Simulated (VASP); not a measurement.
Input of a VASP 6.6.1 run:

File INCAR:

```
ALGO = Normal
EDIFF = 1E-6
ENCUT = 520
GGA = PE
ISIF = 2
ISMEAR = 0
ISPIN = 2
LASPH = T
LCHARG = F
LMAXMIX = 4
LORBIT = 11
LREAL = F
LWAVE = F
MAGMOM = 4 4 0 0 0 0
NBANDS = 44
NELM = 150
PREC = Accurate
SIGMA = 0.1
```

Contents of KPOINTS:

```
k-points
0
Gamma
  4 4 4
```

POSCAR

```
Mn2AlCu3
1.0
    3.4194725697     -4.6904110286      0.0000000000
    3.4194725697      4.6904110286      0.0000000000
    0.0000000000      0.0000000000      4.6337558410
Mn Al Cu
2 1 3
Direct
    0.0000000000      0.5000000000      0.5000000000
    0.5000000000      0.0000000000      0.5000000000
    0.5000000000      0.5000000000      0.5000000000
    0.8374553549      0.8374553549      0.5000000000
    0.1625446451      0.1625446451      0.5000000000
    0.5000000000      0.5000000000      0.0000000000
```

Potentials or basis: VASP PAW PBE potentials, release 64 (Mn_pv, Al, Cu).

The run is started by

```bash
$ cat potpaw_PBE.64/Mn_pv/POTCAR potpaw_PBE.64/Al/POTCAR potpaw_PBE.64/Cu/POTCAR > POTCAR
$ mpirun -np 1 vasp_std > vasp.out
```

What does it give for the net moment?

8.99 μB per cell.

What does it give for the pressure?

0.0 GPa.

Predict the largest force.

0.010 eV/Å.

Forces on the atoms (eV/Å):
```
Mn   0.000  0.000  0.000
Mn   0.000  0.000  0.000
Al   0.000  0.000  0.000
Cu  -0.010  0.000  0.000
Cu   0.010  0.000  0.000
Cu   0.000  0.000  0.000
```
